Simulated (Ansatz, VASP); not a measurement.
## Two plane-wave programs on WAu

Contents of POSCAR:

```
WAu
1.0
    0.0000000000      2.9092100000      2.9092100000
    2.9092100000      0.0000000000      2.9092100000
    2.9092100000      2.9092100000      0.0000000000
W Au
1 1
Direct
    0.0000000000      0.0000000000      0.0000000000
    0.7500000000      0.7500000000      0.7500000000
```

The input INCAR.step1:

```
SYSTEM = WAu
ALGO = Normal
EDIFF = 1E-5
ENCUT = 590
GGA = PE
GGA_COMPAT = .False.
ISMEAR = -1
LASPH = .True.
LCHARG = .False.
LREAL = .False.
LWAVE = .True.
NBANDS = 24
NELM = 120
PREC = Accurate
SIGMA = 0.05
```

Contents of INCAR.step2:

```
SYSTEM = WAu
ALGO = Normal
EDIFF = 1E-6
ENCUT = 590
GGA_COMPAT = .False.
ISIF = 2
ISMEAR = -1
ISTART = 1
LASPH = .True.
LCHARG = .False.
LMIXTAU = .True.
LREAL = .False.
LWAVE = .False.
METAGGA = R2SCAN
NBANDS = 24
NELM = 120
PREC = Accurate
SIGMA = 0.05
```

Contents of KPOINTS:

```
k-points
0
Gamma
  8 8 8
  0 0 0
```

Contents of input.yaml:

```yaml
crystal:
  lattice:
    - [0.0, 2.90921, 2.90921]
    - [2.90921, 0.0, 2.90921]
    - [2.90921, 2.90921, 0.0]
  atoms:
    - { symbol: W, position: [0.0, 0.0, 0.0] }
    - { symbol: Au, position: [0.75, 0.75, 0.75] }
hamiltonian:
  xc: r2scan
  pseudopotentials: { kind: paw }
kpoints:
  mp_grid: { grid: [8, 8, 8] }
  band_path:
    path:
      - [[0.0, 0.0, 0.0], [0.5, 0.0, 0.5], [0.5, 0.25, 0.75], [0.375, 0.375, 0.75], [0.0, 0.0, 0.0], [0.5, 0.5, 0.5], [0.625, 0.25, 0.625], [0.5, 0.25, 0.75], [0.5, 0.5, 0.5], [0.375, 0.375, 0.75]]
      - [[0.625, 0.25, 0.625], [0.5, 0.0, 0.5]]
    npoints: 14
scf:
  occupations: { method: fermi_dirac, width: 0.05 }
  n_extra_bands: 6
output:
  forces: true
  stress: true
  eigenvalues: true
  fatbands: true
```

Alike in both runs: functional r2SCAN; k mesh 8 × 8 × 8; occupations fermi-dirac, width 0.05 eV; no spin polarisation.

|  | VASP | Ansatz |
| --- | --- | --- |
| version | VASP 6.6.1 | Ansatz 0.2.0 |
| potentials or method | VASP PAW PBE potentials, release 64 (W_sv, Au_sv_GW) | Ansatz PAW |
| plane-wave cutoff (eV) | 590 | 500 |
| valence electrons in the cell | 33 | 33 |
| task | single point | band structure |

Ansatz gave:

| Property | Result |
| --- | --- |
| gap on the k mesh at the Fermi level (eV) | none |
| pressure (GPa) | -3.3 |

Question: Estimate VASP's values.

Answer: gap on the k mesh at the Fermi level (eV): none; pressure (GPa): -3.0.

VASP's potentials were made for PBE, not for r2SCAN. A gap of «none» marks a metal or a gap that the smearing closes.

Neither program's run includes spin-orbit coupling.
